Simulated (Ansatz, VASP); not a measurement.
Two plane-wave programs on SnO

```xyz
4
Lattice="4.0958 0.0000 0.0000 0.0000 4.0958 0.0000 0.0000 0.0000 4.2625" Properties=species:S:1:pos:R:3 pbc="T T T"
Sn    0.0000    2.0479    1.0338
Sn    2.0479    0.0000    3.2287
O     0.0000    0.0000    0.0000
O     2.0479    2.0479    0.0000
```

Alike in both runs: task single point; functional PBEsol; k mesh 12 × 12 × 10; occupations gaussian, width 0.15 eV; no spin polarisation.

```csv
,VASP,Ansatz
version,VASP 6.6.1,Ansatz 0.2.0
potentials or method,"VASP PAW PBE potentials, release 64 (Sn_d, O), cutoff 520 eV","scalar-relativistic, plane waves, PAW"
valence electrons in the cell,40,40
```

Ansatz gave:

```
gap on the k mesh at the Fermi level (eV)                     : 0.77
least direct gap on the mesh (eV)                             : 1.43
pressure (GPa)                                                : -5.9
traceless stress, the component that is largest in VASP (GPa) : 7.02
rms of the force components (eV/Å)                            : 0.025
```

Question: Which values does VASP return?

Answer: gap on the k mesh at the Fermi level (eV): 0.77; least direct gap on the mesh (eV): 1.39; pressure (GPa): -5.7; traceless stress, the component that is largest in VASP (GPa): 6.92; rms of the force components (eV/Å): 0.002.

VASP's potentials were made for PBE, not for PBEsol. Atom by atom the forces differ by 0.027 eV/Å (rms over components).
